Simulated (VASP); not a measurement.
**Ge: single point with LDA**

Crystal: Ge.

```
Ge
1.0
     4.59475    0.00000    0.00000
    -2.29737    3.97917    0.00000
     0.00000    0.00000    2.59609
Ge
3
Direct
  0.00000 0.00000 0.00000
  0.33333 0.66667 0.50000
  0.66667 0.33333 0.50000
```

This cell differs from its parent crystal: volume scaled by 0.88.

| Quantity | Value |
| --- | --- |
| Program | VASP 6.6.1 |
| Task | single point |
| Functional | LDA |
| Potentials or basis | VASP PAW LDA potentials, release 64 (Ge_d) |
| Cutoff | 520 eV |
| k mesh | 9 × 9 × 13 |
| Occupations | fermi-dirac, width 0.1 eV |
| Spin | no spin polarisation |
| Dipole correction | no |
| Further INCAR settings | ALGO = Normal; EDIFF = 1e-06; NBANDS = 28 |

- Pressure: 13.5 GPa
- Band gap on the k mesh: zero (band 21 reaches 11.18 eV, above the bottom of band 22 at 4.52 eV)

Stress tensor (GPa, compression positive):
```
10.56  0.00  0.00
 0.00 10.56  0.00
 0.00  0.00 19.38
```

Levels at points of the mesh, in eV from the Fermi level:
```csv
k point,band 19,band 20,band 21,band 22,band 23,band 24
"(0.00, 0.00, 0.00)",-4.22,-4.22,-4.15,-4.15,6.12,9.97
```

Run time: 56 s on 1 thread of Intel(R) Xeon(R) Platinum 8259CL CPU @ 2.50GHz (Skylake/Cascade Lake), with other jobs on the host, peak memory 0.2 GiB.
